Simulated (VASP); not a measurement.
# MnSi (P2_13) in VASP: further runs

MnSi is run at these levels: PBE; tasks: relaxation of the atoms.

Program: VASP 6.6.1. These are calculated values, not measurements. Logs are shortened: lines on timing, memory, paths and dates and some standing lists are left out, and cuts for length are marked.

## 1. The cell of the first run

Symmetry: P2_13, No. 198, cubic system. The conventional cell has a = 4.557 Å, b = 4.557 Å, c = 4.557 Å, α = 90.00°, β = 90.00°, γ = 90.00°. Mn (site symmetry 3) has 7 Si at 2.30 to 2.55 Å and 6 Mn at 2.79 Å within 3.0 Å. Within 3.0 Å of Si (site symmetry 3) lie 7 Mn at 2.30 to 2.55 Å and 6 Si at 2.82 Å.

## 2. Relaxation of the atoms, PBE (11.83 Å³/atom)

Input file INCAR:

```
SYSTEM = MnSi
  PREC = Accurate
  ENCUT = 520
  EDIFF = 1E-7
  ISMEAR = 0
  SIGMA = 0.05
  LREAL = .False.
  LASPH = .True.
  NELM = 80
  ALGO = Fast
  ISIF = 2
  LWAVE = .False.
  LCHARG = .False.
  GGA = PE
  IBRION = 2
  NSW = 60
  EDIFFG = -0.01
```

Input file KPOINTS:

```
regular mesh
0
Gamma
  8 8 8
  0 0 0
```

Input file POSCAR:

```
MnSi
1.0
    4.5565203533      0.0000000000      0.0000000000
    0.0000000000      4.5565203533      0.0000000000
    0.0000000000      0.0000000000      4.5565203533
Mn Si
4 4
Direct
    0.1365363634      0.1365363634      0.1365363634
    0.3634636366      0.8634636366      0.6365363634
    0.6365363634      0.3634636366      0.8634636366
    0.8634636366      0.6365363634      0.3634636366
    0.8454164728      0.8454164728      0.8454164728
    0.6545835272      0.1545835272      0.3454164728
    0.3454164728      0.6545835272      0.1545835272
    0.1545835272      0.3454164728      0.6545835272
```

Potentials or basis: VASP PAW PBE potentials, release 64 (Mn_pv, Si).

Started as:

```bash
> cat potpaw_PBE.64/Mn_pv/POTCAR potpaw_PBE.64/Si/POTCAR > POTCAR
> mpirun -np 1 vasp_std > vasp.out
```

OUTCAR:

```text
SYSTEM = MnSi
   PREC = Accurate
   ENCUT = 520
   EDIFF = 1E-7
   ISMEAR = 0
   LREAL = .False.
   LASPH = .True.
   NELM = 80
   ISIF = 2
   GGA = PE
   IBRION = 2
   NSW = 60
   EDIFFG = -0.01

 ion  position               nearest neighbor table
   1  0.137  0.137  0.137-   5 2.30   6 2.39   7 2.39   8 2.39   7 2.55   8 2.55   6 2.55   3 2.79
                             4 2.79   2 2.79   2 2.79   4 2.79   3 2.79
   2  0.363  0.863  0.637-   6 2.30   5 2.39   7 2.39   8 2.39   7 2.55   8 2.55   5 2.55   1 2.79
                             1 2.79   3 2.79   3 2.79   4 2.79   4 2.79
   3  0.637  0.363  0.863-   7 2.30   6 2.39   5 2.39   8 2.39   8 2.55   6 2.55   5 2.55   1 2.79
                             4 2.79   2 2.79   2 2.79   4 2.79   1 2.79
   4  0.863  0.637  0.363-   8 2.30   6 2.39   7 2.39   5 2.39   6 2.55   5 2.55   7 2.55   1 2.79
                             3 2.79   2 2.79   1 2.79   2 2.79   3 2.79
   5  0.845  0.845  0.845-   1 2.30   2 2.39   3 2.39   4 2.39   3 2.55   4 2.55   2 2.55   6 2.82
                             6 2.82   8 2.82   7 2.82   8 2.82   7 2.82
   6  0.655  0.155  0.345-   2 2.30   1 2.39   3 2.39   4 2.39   3 2.55   4 2.55   1 2.55   5 2.82
                             5 2.82   8 2.82   7 2.82   7 2.82   8 2.82
   7  0.345  0.655  0.155-   3 2.30   2 2.39   1 2.39   4 2.39   4 2.55   2 2.55   1 2.55   8 2.82
                             8 2.82   5 2.82   6 2.82   6 2.82   5 2.82
   8  0.155  0.345  0.655-   4 2.30   2 2.39   3 2.39   1 2.39   2 2.55   1 2.55   3 2.55   7 2.82
                             7 2.82   5 2.82   5 2.82   6 2.82   6 2.82

  LATTYP: Found a simple cubic cell.
 ALAT       =     4.5565203533

  Lattice vectors:

 A1 = (   4.5565203533,   0.0000000000,   0.0000000000)
 A2 = (   0.0000000000,   4.5565203533,   0.0000000000)
 A3 = (   0.0000000000,   0.0000000000,   4.5565203533)

Analysis of symmetry for initial positions (statically):
=====================================================================
 Subroutine PRICEL returns:
 Original cell was already a primitive cell.

 Routine SETGRP: Setting up the symmetry group for a
 simple cubic supercell.

 Subroutine GETGRP returns: Found 12 space group operations
 (whereof  3 operations were pure point group operations)
 out of a pool of 48 trial point group operations.

The static configuration has the point symmetry C_3 .
 The point group associated with its full space group is T   .

Analysis of symmetry for dynamics (positions and initial velocities):
=====================================================================
 Subroutine PRICEL returns:
 Original cell was already a primitive cell.

 Routine SETGRP: Setting up the symmetry group for a
 simple cubic supercell.

 Subroutine GETGRP returns: Found 12 space group operations
 (whereof  3 operations were pure point group operations)
 out of a pool of 48 trial point group operations.

The dynamic configuration has the point symmetry C_3 .
 The point group associated with its full space group is T   .

 Subroutine INISYM returns: Found 12 space group operations
 (whereof  3 operations are pure point group operations),
 and found     1 'primitive' translations

----------------------------------------------------------------------------------------

                                     Primitive cell

  volume of cell :      94.6019

  direct lattice vectors                    reciprocal lattice vectors
     4.556520353  0.000000000  0.000000000     0.219465716  0.000000000  0.000000000
     0.000000000  4.556520353  0.000000000     0.000000000  0.219465716  0.000000000
     0.000000000  0.000000000  4.556520353     0.000000000  0.000000000  0.219465716

  length of vectors
     4.556520353  4.556520353  4.556520353     0.219465716  0.219465716  0.219465716

  position of ions in fractional coordinates (direct lattice)
     0.136536363  0.136536363  0.136536363
     0.363463637  0.863463637  0.636536363
     0.636536363  0.363463637  0.863463637
     0.863463637  0.636536363  0.363463637
     0.845416473  0.845416473  0.845416473
     0.654583527  0.154583527  0.345416473
     0.345416473  0.654583527  0.154583527
     0.154583527  0.345416473  0.654583527

  ion indices of the primitive-cell ions
   primitive index   ion index
                 1           1
                 2           2
                 3           3
                 4           4
                 5           5
                 6           6
                 7           7
                 8           8

----------------------------------------------------------------------------------------

 KPOINTS: regular mesh

Automatic generation of k-mesh.
 Grid dimensions read from file:
 generate k-points for:    8    8    8

 Generating k-lattice:

  Cartesian coordinates                     Fractional coordinates (reciprocal lattice)
     0.027433214  0.000000000  0.000000000     0.125000000  0.000000000  0.000000000
     0.000000000  0.027433214  0.000000000     0.000000000  0.125000000  0.000000000
     0.000000000  0.000000000  0.027433214     0.000000000  0.000000000  0.125000000

  Length of vectors
     0.027433214  0.027433214  0.027433214

  Shift w.r.t. Gamma in fractional coordinates (k-lattice)
     0.000000000  0.000000000  0.000000000

 Subroutine IBZKPT returns following result:
 ===========================================

 Found     45 irreducible k-points:

 Following reciprocal coordinates:
            Coordinates               Weight
  0.000000  0.000000  0.000000      1.000000
  0.125000  0.000000  0.000000      6.000000
  0.250000  0.000000  0.000000      6.000000
  0.375000  0.000000  0.000000      6.000000
  0.500000  0.000000  0.000000      3.000000
  0.125000  0.125000  0.000000     12.000000
[... 16 lines left out ...]
  0.250000  0.125000  0.125000     24.000000
  0.375000  0.125000  0.125000     24.000000
 [... further k-points ...]
   k-points           NKPTS =     45   k-points in BZ     NKDIM =     45   number of bands    NBANDS=     40
   number of dos      NEDOS =    301   number of ions     NIONS =      8
   total plane-waves  NPLWV =  46656
   dimension x,y,z NGX =    36 NGY =   36 NGZ =   36
   dimension x,y,z NGXF=    72 NGYF=   72 NGZF=   72
   ions per type =               4   4
   NGX,Y,Z   is equivalent  to a cutoff of  13.13, 13.13, 13.13 a.u.
   NGXF,Y,Z  is equivalent  to a cutoff of  26.27, 26.27, 26.27 a.u.
 SYSTEM =  MnSi
   PREC   = accura    normal or accurate (medium, high low for compatibility)
   ISTART =      0    job   : 0-new  1-cont  2-samecut
   ICHARG =      2    charge: 1-file 2-atom 10-const
   ISPIN  =      1    spin polarized calculation?
   LNONCOLLINEAR =      F non collinear calculations
   LSORBIT =      F    spin-orbit coupling
   LASPH  =      T    aspherical Exc in radial PAW
   ENCUT  =  520.0 eV  38.22 Ry    6.18 a.u.   8.47  8.47  8.47*2*pi/ulx,y,z
   NELM   =     80;   NELMIN=  2; NELMDL= -5     # of ELM steps
   EDIFF  = 0.1E-06   stopping-criterion for ELM
   LREAL  =      F    real-space projection
   EDIFFG = -.1E-01   stopping-criterion for IOM
   NSW    =     60    number of steps for IOM
   IBRION =      2    ionic relax: 0-MD 1-quasi-New 2-CG
   NFREE  =      1    steps in history (QN), initial steepest desc. (CG)
   ISIF   =      2    stress and relaxation
   ISYM   =      2    0-nonsym 1-usesym 2-fastsym
   POTIM  = 0.5000    time-step for ionic-motion
   TEBEG  =    0.0;   TEEND  =   0.0 temperature during run
   PSTRESS=    0.0 pullay stress
   NELECT =      68.0000    total number of electrons
   NUPDOWN=      -1.0000    fix difference up-down
   EMIN   =  10.00;   EMAX   =-10.00  energy-range for DOS
   EFERMI =   0.00;   METHOD = LEGACY
   ISMEAR =     0;   SIGMA  =   0.05  broadening in eV -4-tet -1-fermi 0-gaus
   EFERMI_NEDOS =   21; number of points for ismear=-14 and -15
   IALGO  =     68    algorithm
   IMIX   =      4    mixing-type and parameters
     AMIX     =   0.40;   BMIX     =  1.00
     AMIX_MAG =   1.60;   BMIX_MAG =  1.00
  volume/ion in A,a.u.               =      11.83        79.80
  Fermi-wavevector in a.u.,A,eV,Ry     =   1.466486  2.771256 29.260420  2.150580
  Thomas-Fermi vector in A             =   2.582217
   LORBIT       =      0    0 simple, 1 ext, 2 COOP (PROOUT), +10 PAW based schemes
   GGA     = PE    functional components
   LHFCALC =     F    Hartree Fock is set to
   AEXX    =    0.0000 exact exchange contribution
   IVDW    =     0    specifies the selected vdW correction
   LEPSILON=     F    determine dielectric tensor
   LRPA    =     F    only Hartree local field effects (RPA)
 conjugate gradient relaxation of ions
 non-spin polarized calculation
 RMM-DIIS sequential band-by-band and
 Gauss-broadening in eV      SIGMA  =   0.05
  energy-cutoff  :      520.00
  volume of cell :       94.60
 maximum number of plane-waves:      2564
 NGX is ok and might be reduce to    36
   NGX = 17   NGY = 17   NGZ = 17

--------------------------------------- Ionic step        1  -------------------------------------------

 number of electron      68.0000038 magnetization

 Free energy of the ion-electron system (eV)
  ---------------------------------------------------
  ext. energy  EPLUGINS =         0.00000000
  ---------------------------------------------------
  free energy    TOTEN  =       -61.11190063 eV

  energy without entropy =      -61.09897000  energy(sigma->0) =      -61.10543532

------------------------ aborting loop because EDIFF is reached ----------------------------------------

  FORCE on cell =-STRESS in cart. coord.  units (eV):
  Direction    XX          YY          ZZ          XY          YZ          ZX
  --------------------------------------------------------------------------------------
  -------------------------------------------------------------------------------------
  Total       -4.7205473     -4.7205473     -4.7205473     -0.0000000      0.0000000      0.0000000
  in kB      -79.9471509    -79.9471509    -79.9471509     -0.0000000      0.0000000      0.0000000
  external PRESSURE =     -79.9471509 kB  Pullay stress =       0.0000000 kB
[... 69 lines left out ...]
  energy  without entropy=      -61.0994829591  energy(sigma->0) =      -61.10594569

--------------------------------------- Ionic step        3  -------------------------------------------

 number of electron      68.0000018 magnetization

 Free energy of the ion-electron system (eV)
  ---------------------------------------------------
  ext. energy  EPLUGINS =         0.00000000
  ---------------------------------------------------
  free energy    TOTEN  =       -61.11248581 eV

  energy without entropy =      -61.09956297  energy(sigma->0) =      -61.10602439

 E-fermi :  10.6894     XC(G=0): -12.6968

 val. band max:       10.6893201545   @ k =   0.2500   0.0000   0.0000
 cond. band min:      10.7035254464   @ k =  -0.1250   0.3750   0.0000
 fundamental gap:      0.0142052919
 Fermi energy:        10.6894285577

 k-point     1 :       0.0000    0.0000    0.0000
  band No.  band energies     occupation
      1     -37.0755      2.00000
      2     -37.0755      2.00000
      3     -37.0755      2.00000
      4     -37.0333      2.00000
      5     -37.0333      2.00000
      6     -37.0333      2.00000
[... 1021 lines left out ...]
     39      12.6416      0.00000
     40      13.1408      0.00000

 [... further k-points ...]

------------------------ aborting loop because EDIFF is reached ----------------------------------------

  FORCE on cell =-STRESS in cart. coord.  units (eV):
  Direction    XX          YY          ZZ          XY          YZ          ZX
  --------------------------------------------------------------------------------------
  -------------------------------------------------------------------------------------
  Total       -4.6506774     -4.6506774     -4.6506774      0.0000000     -0.0000000      0.0000000
  in kB      -78.7638352    -78.7638352    -78.7638352      0.0000000     -0.0000000      0.0000000
  external PRESSURE =     -78.7638352 kB  Pullay stress =       0.0000000 kB
[... 23 lines left out ...]
  FREE ENERGIE OF THE ION-ELECTRON SYSTEM (eV)
  ---------------------------------------------------
  free  energy   TOTEN  =       -61.1124858131 eV

  energy  without entropy=      -61.0995629668  energy(sigma->0) =      -61.10602439

 reached required accuracy - stopping structural energy minimisation
```

Wall time 6.9 min (1 thread of Oxide Virtual Turin-like, shared host); peak memory 0.26 GiB.

What came out:

```yaml
Free_energy: -61.1125 eV
Energy_gained_by_relaxing: 0.1 meV/atom
Ionic_steps: 3
Pressure_after_relaxing: -7.9 GPa
Largest_force_after_relaxing: 0.007 eV/Å
Band_gap_on_the_k_mesh: zero (bands 34 and 35 overlap by 0.46 eV)
```

Forces on the atoms (eV/Å):
```
Mn   0.001  0.001  0.001
Mn  -0.001 -0.001  0.001
Mn   0.001 -0.001 -0.001
Mn  -0.001  0.001 -0.001
Si  -0.004 -0.004 -0.004
Si   0.004  0.004 -0.004
Si  -0.004  0.004  0.004
Si   0.004 -0.004  0.004
```

Step by step:
| step | energy change (eV) | largest force (eV/Å) | pressure (GPa) |
| --- | --- | --- | --- |
| 1 | 0.0000 | 0.0597 | -7.99 |
| 2 | -0.0005 | 0.0205 | -7.92 |
| 3 | -0.0006 | 0.0072 | -7.88 |

Final structure:
```xyz
8
Lattice="4.5565 0.0000 0.0000 0.0000 4.5565 0.0000 0.0000 0.0000 4.5565" Properties=species:S:1:pos:R:3 pbc="T T T"
Mn    0.6196    0.6196    0.6196
Mn    1.6587    3.9370    2.8978
Mn    2.8978    1.6587    3.9370
Mn    3.9370    2.8978    1.6587
Si    3.8514    3.8514    3.8514
Si    2.9833    0.7051    1.5732
Si    1.5732    2.9833    0.7051
Si    0.7051    1.5732    2.9833
```

Caveat: the run has no spin polarisation, though such a crystal can be magnetic.

(Part 1 of 2 ends here.)
